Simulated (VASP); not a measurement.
# Sc2Al (P6_3/mmc) in VASP: notebook

The runs below take Sc2Al through single point, with PBEsol.

Program: VASP 6.6.1. These are calculated values, not measurements. Logs are shortened: lines on timing, memory, paths and dates and some standing lists are left out, and cuts for length are marked.

## Step 1: The cell of the first run

Symmetry: P6_3/mmc, No. 194, hexagonal system. The conventional cell has a = 4.893 Å, b = 4.893 Å, c = 6.161 Å, α = 90.00°, β = 90.00°, γ = 120.00°. Within 4.1 Å of Sc (site symmetry -3m) lie 8 Sc at 3.08 to 3.22 Å and 6 Al at 3.22 Å. Within 3.7 Å of Sc (site symmetry -6m2) lie 5 Al at 2.82 to 3.08 Å and 6 Sc at 3.22 Å. Al (site symmetry -6m2) has 11 Sc at 2.82 to 3.22 Å within 3.7 Å.

## Step 2: Single point, PBEsol

The input, INCAR:

```
SYSTEM = Sc2Al
PREC = Accurate
ENCUT = 520
EDIFF = 1E-6
ISMEAR = -1
SIGMA = 0.1
LREAL = .False.
LASPH = .True.
NELM = 80
ALGO = Fast
ISIF = 2
LWAVE = .False.
LCHARG = .False.
GGA = PS
NBANDS = 34
```

The input, KPOINTS:

```
Automatic mesh
0
Gamma
  12 12 6
  0 0 0
```

The input, POSCAR:

```
Sc2Al
1.0
    4.8926114005      0.0000000000      0.0000000000
   -2.4463057002      4.2371257637      0.0000000000
    0.0000000000      0.0000000000      6.1614205700
Sc Al
4 2
Direct
    0.0000000000      0.0000000000      0.0000000000
    0.0000000000      0.0000000000      0.5000000000
    0.3333333333      0.6666666667      0.7500000000
    0.6666666667      0.3333333333      0.2500000000
    0.3333333333      0.6666666667      0.2500000000
    0.6666666667      0.3333333333      0.7500000000
```

Potentials or basis: VASP PAW PBE potentials, release 64 (Sc_sv, Al).

The run is started by

```console
$ cat potpaw_PBE.64/Sc_sv/POTCAR potpaw_PBE.64/Al/POTCAR > POTCAR
$ mpirun -np 1 vasp_std > vasp.out
```

OUTCAR:

```text
SYSTEM = Sc2Al
   PREC = Accurate
   ENCUT = 520
   EDIFF = 1E-6
   ISMEAR = -1
   LREAL = .False.
   LASPH = .True.
   NELM = 80
   ISIF = 2
   GGA = PS

 ion  position               nearest neighbor table
   1  0.000  0.000  0.000-   2 3.08   2 3.08   4 3.22   5 3.22   6 3.22   3 3.22   3 3.22   5 3.22
                             4 3.22   6 3.22   4 3.22   6 3.22   3 3.22   5 3.22
   2  0.000  0.000  0.500-   1 3.08   1 3.08   4 3.22   5 3.22   6 3.22   3 3.22   3 3.22   5 3.22
                             4 3.22   6 3.22   4 3.22   6 3.22   3 3.22   5 3.22
   3  0.333  0.667  0.750-   6 2.82   6 2.82   6 2.82   5 3.08   5 3.08   1 3.22   2 3.22   2 3.22
                             1 3.22   2 3.22   1 3.22
   4  0.667  0.333  0.250-   5 2.82   5 2.82   5 2.82   6 3.08   6 3.08   1 3.22   2 3.22   1 3.22
                             2 3.22   1 3.22   2 3.22
   5  0.333  0.667  0.250-   4 2.82   4 2.82   4 2.82   3 3.08   3 3.08   1 3.22   2 3.22   2 3.22
                             1 3.22   2 3.22   1 3.22
   6  0.667  0.333  0.750-   3 2.82   3 2.82   3 2.82   4 3.08   4 3.08   1 3.22   2 3.22   1 3.22
                             2 3.22   1 3.22   2 3.22

  LATTYP: Found a hexagonal cell.
 ALAT       =     4.8926114005
 C/A-ratio  =     1.2593316872

  Lattice vectors:

 A1 = (   4.8926114005,   0.0000000000,   0.0000000000)
 A2 = (  -2.4463057002,   4.2371257637,   0.0000000000)
 A3 = (   0.0000000000,   0.0000000000,   6.1614205700)

Analysis of symmetry for initial positions (statically):
=====================================================================
 Subroutine PRICEL returns:
 Original cell was already a primitive cell.

 Routine SETGRP: Setting up the symmetry group for a
 hexagonal supercell.

 Subroutine GETGRP returns: Found 24 space group operations
 (whereof 12 operations were pure point group operations)
 out of a pool of 24 trial point group operations.

The static configuration has the point symmetry D_3d.
 The point group associated with its full space group is D_6h.

Analysis of symmetry for dynamics (positions and initial velocities):
=====================================================================
 Subroutine PRICEL returns:
 Original cell was already a primitive cell.

 Routine SETGRP: Setting up the symmetry group for a
 hexagonal supercell.

 Subroutine GETGRP returns: Found 24 space group operations
 (whereof 12 operations were pure point group operations)
 out of a pool of 24 trial point group operations.

The dynamic configuration has the point symmetry D_3d.
 The point group associated with its full space group is D_6h.

 Subroutine INISYM returns: Found 24 space group operations
 (whereof 12 operations are pure point group operations),
 and found     1 'primitive' translations

----------------------------------------------------------------------------------------

                                     Primitive cell

  volume of cell :     127.7300

  direct lattice vectors                    reciprocal lattice vectors
     4.892611400  0.000000000  0.000000000     0.204389827  0.118004522  0.000000000
    -2.446305700  4.237125764  0.000000000     0.000000000  0.236009044  0.000000000
     0.000000000  0.000000000  6.161420570     0.000000000  0.000000000  0.162300234

  length of vectors
     4.892611400  4.892611400  6.161420570     0.236009044  0.236009044  0.162300234

  position of ions in fractional coordinates (direct lattice)
     0.000000000  0.000000000  0.000000000
     0.000000000  0.000000000  0.500000000
     0.333333333  0.666666667  0.750000000
     0.666666667  0.333333333  0.250000000
     0.333333333  0.666666667  0.250000000
     0.666666667  0.333333333  0.750000000

  ion indices of the primitive-cell ions
   primitive index   ion index
                 1           1
                 2           2
                 3           3
                 4           4
                 5           5
                 6           6

----------------------------------------------------------------------------------------

 KPOINTS: Automatic mesh

Automatic generation of k-mesh.
 Grid dimensions read from file:
 generate k-points for:   12   12    6

 Generating k-lattice:

  Cartesian coordinates                     Fractional coordinates (reciprocal lattice)
     0.017032486  0.009833710  0.000000000     0.083333333  0.000000000  0.000000000
     0.000000000  0.019667420  0.000000000     0.000000000  0.083333333  0.000000000
     0.000000000  0.000000000  0.027050039     0.000000000  0.000000000  0.166666667

  Length of vectors
     0.019667420  0.019667420  0.027050039

  Shift w.r.t. Gamma in fractional coordinates (k-lattice)
     0.000000000  0.000000000  0.000000000

 Subroutine IBZKPT returns following result:
 ===========================================

 Found     76 irreducible k-points:

 Following reciprocal coordinates:
            Coordinates               Weight
  0.000000  0.000000  0.000000      1.000000
  0.083333 -0.000000  0.000000      6.000000
  0.166667 -0.000000  0.000000      6.000000
  0.250000 -0.000000  0.000000      6.000000
  0.333333 -0.000000  0.000000      6.000000
  0.416667  0.000000  0.000000      6.000000
[... 16 lines left out ...]
  0.250000 -0.000000  0.166667     12.000000
  0.333333 -0.000000  0.166667     12.000000
 [... further k-points ...]
   k-points           NKPTS =     76   k-points in BZ     NKDIM =     76   number of bands    NBANDS=     34
   number of dos      NEDOS =    301   number of ions     NIONS =      6
   total plane-waves  NPLWV =  62208
   dimension x,y,z NGX =    36 NGY =   36 NGZ =   48
   dimension x,y,z NGXF=    72 NGYF=   72 NGZF=   96
   ions per type =               4   2
   NGX,Y,Z   is equivalent  to a cutoff of  12.23, 12.23, 12.95 a.u.
   NGXF,Y,Z  is equivalent  to a cutoff of  24.46, 24.46, 25.90 a.u.
 SYSTEM =  Sc2Al
   PREC   = accura    normal or accurate (medium, high low for compatibility)
   ISTART =      0    job   : 0-new  1-cont  2-samecut
   ICHARG =      2    charge: 1-file 2-atom 10-const
   ISPIN  =      1    spin polarized calculation?
   LNONCOLLINEAR =      F non collinear calculations
   LSORBIT =      F    spin-orbit coupling
   LASPH  =      T    aspherical Exc in radial PAW
   ENCUT  =  520.0 eV  38.22 Ry    6.18 a.u.   9.10  9.10 11.46*2*pi/ulx,y,z
   NELM   =     80;   NELMIN=  2; NELMDL= -5     # of ELM steps
   EDIFF  = 0.1E-05   stopping-criterion for ELM
   LREAL  =      F    real-space projection
   EDIFFG = 0.1E-04   stopping-criterion for IOM
   NSW    =      0    number of steps for IOM
   IBRION =     -1    ionic relax: 0-MD 1-quasi-New 2-CG
   NFREE  =      0    steps in history (QN), initial steepest desc. (CG)
   ISIF   =      2    stress and relaxation
   ISYM   =      2    0-nonsym 1-usesym 2-fastsym
   POTIM  = 0.5000    time-step for ionic-motion
   TEBEG  =    0.0;   TEEND  =   0.0 temperature during run
   PSTRESS=    0.0 pullay stress
   NELECT =      50.0000    total number of electrons
   NUPDOWN=      -1.0000    fix difference up-down
   EMIN   =  10.00;   EMAX   =-10.00  energy-range for DOS
   EFERMI =   0.00;   METHOD = LEGACY
   ISMEAR =    -1;   SIGMA  =   0.10  broadening in eV -4-tet -1-fermi 0-gaus
   EFERMI_NEDOS =   21; number of points for ismear=-14 and -15
   IALGO  =     68    algorithm
   IMIX   =      4    mixing-type and parameters
     AMIX     =   0.40;   BMIX     =  1.00
     AMIX_MAG =   1.60;   BMIX_MAG =  1.00
  volume/ion in A,a.u.               =      21.29       143.66
  Fermi-wavevector in a.u.,A,eV,Ry     =   1.197569  2.263077 19.513086  1.434171
  Thomas-Fermi vector in A             =   2.333480
   LORBIT       =      0    0 simple, 1 ext, 2 COOP (PROOUT), +10 PAW based schemes
   GGA     = PS    functional components
   LHFCALC =     F    Hartree Fock is set to
   AEXX    =    0.0000 exact exchange contribution
   IVDW    =     0    specifies the selected vdW correction
   LEPSILON=     F    determine dielectric tensor
   LRPA    =     F    only Hartree local field effects (RPA)
 non-spin polarized calculation
 RMM-DIIS sequential band-by-band and
  energy-cutoff  :      520.00
  volume of cell :      127.73
 maximum number of plane-waves:      3455
   NGX = 19   NGY = 19   NGZ = 23

 number of electron      50.0000002 magnetization

 Free energy of the ion-electron system (eV)
  ---------------------------------------------------
  ext. energy  EPLUGINS =         0.00000000
  ---------------------------------------------------
  free energy    TOTEN  =       -36.81849430 eV

  energy without entropy =      -36.58965982  energy(sigma->0) =      -36.70407706

 E-fermi :   4.7189     XC(G=0): -10.1855

 val. band max:        4.7177699631   @ k =   0.0000   0.0000   0.1667
 cond. band min:       4.7263410135   @ k =   0.2500  -0.0000   0.1667
 fundamental gap:      0.0085710504
 Fermi energy:         4.7188652186

 k-point     1 :       0.0000    0.0000    0.0000
  band No.  band energies     occupation
      1     -44.5501      2.00000
      2     -44.4949      2.00000
      3     -44.4579      2.00000
      4     -44.4453      2.00000
      5     -23.4067      2.00000
      6     -23.3674      2.00000
[... 26 lines left out ...]
     33       8.1357      0.00000
     34       9.0188      0.00000

 k-point     2 :       0.0833   -0.0000    0.0000
  band No.  band energies     occupation
      1     -44.5493      2.00000
      2     -44.4949      2.00000
      3     -44.4580      2.00000
      4     -44.4460      2.00000
      5     -23.4117      2.00000
      6     -23.3699      2.00000
[... 26 lines left out ...]
     33       7.5331      0.00000
     34       8.1681      0.00000
[... 775 lines left out ...]
     33       7.0279      0.00000
     34       7.5872      0.00000

 k-point    24 :       0.3333   -0.0000    0.1667
  band No.  band energies     occupation
      1     -44.5378      2.00000
      2     -44.4983      2.00000
      3     -44.4577      2.00000
      4     -44.4541      2.00000
      5     -23.4337      2.00000
      6     -23.3863      2.00000
[... 26 lines left out ...]
     33       6.7549      0.00000
     34       7.2208      0.00000

 [... further k-points ...]

------------------------ aborting loop because EDIFF is reached ----------------------------------------

  FORCE on cell =-STRESS in cart. coord.  units (eV):
  Direction    XX          YY          ZZ          XY          YZ          ZX
  --------------------------------------------------------------------------------------
  -------------------------------------------------------------------------------------
  Total       -1.5331748     -1.5331748     -1.5506696     -0.0000000      0.0000000     -0.0000000
  in kB      -19.2313301    -19.2313301    -19.4507756     -0.0000000      0.0000000     -0.0000000
  external PRESSURE =     -19.3044786 kB  Pullay stress =       0.0000000 kB

 VOLUME and BASIS-vectors are now :
 -----------------------------------------------------------------------------
  energy-cutoff  :      520.00
  volume of cell :      127.73
      direct lattice vectors                 reciprocal lattice vectors
     4.892611400  0.000000000  0.000000000     0.204389827  0.118004522  0.000000000
    -2.446305700  4.237125764  0.000000000     0.000000000  0.236009044  0.000000000
     0.000000000  0.000000000  6.161420570     0.000000000  0.000000000  0.162300234

 POSITION                                       TOTAL-FORCE (eV/Angst)
 -----------------------------------------------------------------------------------
      0.00000      0.00000      0.00000         0.000000     -0.000000      0.000000
      0.00000      0.00000      3.08071         0.000000     -0.000000      0.000000
     -0.00000      2.82475      4.62107        -0.000000      0.000000     -0.000000
      2.44631      1.41238      1.54036         0.000000     -0.000000     -0.000000
     -0.00000      2.82475      1.54036        -0.000000      0.000000      0.000000
      2.44631      1.41238      4.62107         0.000000      0.000000      0.000000
 -----------------------------------------------------------------------------------
    total drift:                               -0.000000      0.000000     -0.000000

  FREE ENERGIE OF THE ION-ELECTRON SYSTEM (eV)
  ---------------------------------------------------
  free  energy   TOTEN  =       -36.8184942997 eV

  energy  without entropy=      -36.5896598174  energy(sigma->0) =      -36.70407706
```

Wall time 4 min (1 thread of AMD EPYC 9R45 (Zen 5), shared host); peak memory 0.38 GiB.

What came out:

```yaml
Free_energy: -36.8185 eV
Pressure: -1.9 GPa
Band_gap_on_the_k_mesh: zero (bands 25 and 26 overlap by 0.72 eV)
```

Levels at points of the mesh, in eV from the Fermi level:
```tsv
k point	band 21	band 22	band 23	band 24	band 25	band 26	band 27	band 28	band 29	band 30
(0.00, 0.00, 0.00)	-1.75	-0.64	-0.63	-0.63	-0.35	-0.35	-0.03	-0.03	1.83	2.01
(0.50, 0.00, 0.00)	-1.22	-1.11	-1.04	-0.82	-0.64	0.26	0.40	0.85	1.14	1.25
(0.00, 0.00, 0.50)	-1.44	-1.44	-1.03	-1.03	0.12	0.12	0.12	0.12	1.50	1.50
(0.50, 0.00, 0.50)	-1.10	-1.10	-0.85	-0.85	0.21	0.21	0.53	0.53	1.16	1.16
```

Caveat: the PAW data sets were made with another functional, which shifts forces and pressure a little.

## Step 3: Single point, PBEsol

The input, INCAR:

```
  ALGO = Fast
  EDIFF = 1E-6
  ENCUT = 520
  GGA = PS
  ISIF = 2
  ISMEAR = -1
  LASPH = True
  LCHARG = False
  LREAL = False
  LWAVE = False
  NBANDS = 34
  NELM = 80
  PREC = Accurate
  SIGMA = 0.2
```

The input, KPOINTS:

```
k-points
0
Gamma
  12 12 6
```

POSCAR is that of step 2.

Potentials or basis: VASP PAW PBE potentials, release 64 (Sc_sv, Al).

The run is started by

```console
$ cat potpaw_PBE.64/Sc_sv/POTCAR potpaw_PBE.64/Al/POTCAR > POTCAR
$ mpirun -np 1 vasp_std > vasp.out
```

OUTCAR:

```text
EDIFF = 1E-6
   ENCUT = 520
   GGA = PS
   ISIF = 2
   ISMEAR = -1
   LASPH = True
   LREAL = False
   NELM = 80
   PREC = Accurate

 ion  position               nearest neighbor table
   1  0.000  0.000  0.000-   2 3.08   2 3.08   4 3.22   5 3.22   6 3.22   3 3.22   3 3.22   5 3.22
                             4 3.22   6 3.22   4 3.22   6 3.22   3 3.22   5 3.22
   2  0.000  0.000  0.500-   1 3.08   1 3.08   4 3.22   5 3.22   6 3.22   3 3.22   3 3.22   5 3.22
                             4 3.22   6 3.22   4 3.22   6 3.22   3 3.22   5 3.22
   3  0.333  0.667  0.750-   6 2.82   6 2.82   6 2.82   5 3.08   5 3.08   1 3.22   2 3.22   2 3.22
                             1 3.22   2 3.22   1 3.22
[... 1104 lines left out ...]
  Total       -1.3191842     -1.3191842     -1.4999740     -0.0000000     -0.0000000      0.0000000
  in kB      -16.5471453    -16.5471453    -18.8148763     -0.0000000     -0.0000000      0.0000000
  external PRESSURE =     -17.3030556 kB  Pullay stress =       0.0000000 kB

 VOLUME and BASIS-vectors are now :
 -----------------------------------------------------------------------------
  energy-cutoff  :      520.00
  volume of cell :      127.73
      direct lattice vectors                 reciprocal lattice vectors
     4.892611400  0.000000000  0.000000000     0.204389827  0.118004522  0.000000000
    -2.446305700  4.237125764  0.000000000     0.000000000  0.236009044  0.000000000
     0.000000000  0.000000000  6.161420570     0.000000000  0.000000000  0.162300234

 POSITION                                       TOTAL-FORCE (eV/Angst)
 -----------------------------------------------------------------------------------
      0.00000      0.00000      0.00000         0.000000      0.000000      0.000000
      0.00000      0.00000      3.08071         0.000000      0.000000      0.000000
     -0.00000      2.82475      4.62107        -0.000000      0.000000     -0.000000
      2.44631      1.41238      1.54036         0.000000     -0.000000      0.000000
     -0.00000      2.82475      1.54036        -0.000000      0.000000      0.000000
      2.44631      1.41238      4.62107         0.000000     -0.000000      0.000000
 -----------------------------------------------------------------------------------
    total drift:                               -0.000000      0.000000     -0.000000

  FREE ENERGIE OF THE ION-ELECTRON SYSTEM (eV)
  ---------------------------------------------------
  free  energy   TOTEN  =       -37.1372516173 eV

  energy  without entropy=      -36.3188508418  energy(sigma->0) =      -36.72805123
```

OSZICAR:

```text
N       E                     dE             d eps       ncg     rms          rms(c)
DAV:   1     0.834958000458E+03    0.83496E+03   -0.21314E+04  5224   0.148E+03
DAV:   2     0.319170033196E+02   -0.80304E+03   -0.78936E+03  7480   0.663E+02
DAV:   3    -0.386715123521E+02   -0.70589E+02   -0.67718E+02  8766   0.241E+02
[... 14 lines left out ...]
RMM:  18    -0.371372450971E+02   -0.38803E-05   -0.83046E-05  6732   0.394E-02    0.185E-02
RMM:  19    -0.371372481051E+02   -0.30080E-05   -0.40355E-05  6028   0.193E-02    0.722E-03
RMM:  20    -0.371372497538E+02   -0.16487E-05   -0.20826E-05  5155   0.145E-02    0.377E-03
RMM:  21    -0.371372509097E+02   -0.11559E-05   -0.12380E-05  4861   0.106E-02    0.368E-03
RMM:  22    -0.371372516173E+02   -0.70760E-06   -0.92207E-06  4797   0.842E-03
   1 F= -.37137252E+02 E0= -.36728051E+02  d E =-.818401E+00
```

Wall time 4.1 min (1 thread of AMD EPYC 9R45 (Zen 5), shared host); peak memory 0.38 GiB.

Results:

* Free energy: -37.1373 eV
* Pressure: -1.7 GPa
* Band gap on the k mesh: zero (bands 25 and 26 overlap by 0.72 eV)

Stress tensor (GPa, compression positive):
```
-1.65  0.00  0.00
 0.00 -1.65  0.00
 0.00  0.00 -1.88
```

Levels at points of the mesh, in eV from the Fermi level:
```
           k point  band 23  band 24  band 25  band 26  band 27  band 28
(0.00, 0.00, 0.00)    -0.59    -0.59    -0.30    -0.30     0.02     0.02
(0.50, 0.00, 0.00)    -1.01    -0.79    -0.60     0.30     0.45     0.90
(0.00, 0.00, 0.50)    -1.00    -1.00     0.17     0.17     0.17     0.17
(0.50, 0.00, 0.50)    -0.82    -0.82     0.26     0.26     0.58     0.58
```

Caveat: the PAW data sets were made with another functional, which shifts forces and pressure a little.
